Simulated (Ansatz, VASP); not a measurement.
**GaP in VASP and in Ansatz**

```
Ga P
1.0
     0.00000    2.70696    2.70696
     2.70696    0.00000    2.70696
     2.70696    2.70696    0.00000
Ga P
1 1
Direct
  0.00000 0.00000 0.00000
  0.75000 0.75000 0.75000
```

Alike in both runs: task single point; functional HF; k mesh 4 × 4 × 4; occupations fermi-dirac, width 0.05 eV; no spin polarisation.

```csv
,VASP,Ansatz
version,VASP 6.6.1,Ansatz 0.2.0
potentials or method,"VASP PAW PBE potentials, release 64 (Ga_d, P)",Ansatz PAW
plane-wave cutoff (eV),520,420
valence electrons in the cell,18,18
```

VASP gave:

| Item | Value |
| --- | --- |
| gap on the k mesh at the Fermi level (eV) | 7.85 |
| least direct gap on the mesh (eV) | 9.66 |
| pressure (GPa) | 7.6 |

Q: Which values does Ansatz return?

A: gap on the k mesh at the Fermi level (eV): 7.70; least direct gap on the mesh (eV): 9.50; pressure (GPa): 8.4.

VASP's potentials were made for PBE, not for HF.

The k mesh is coarse, so the values compare programs but aren't converged.
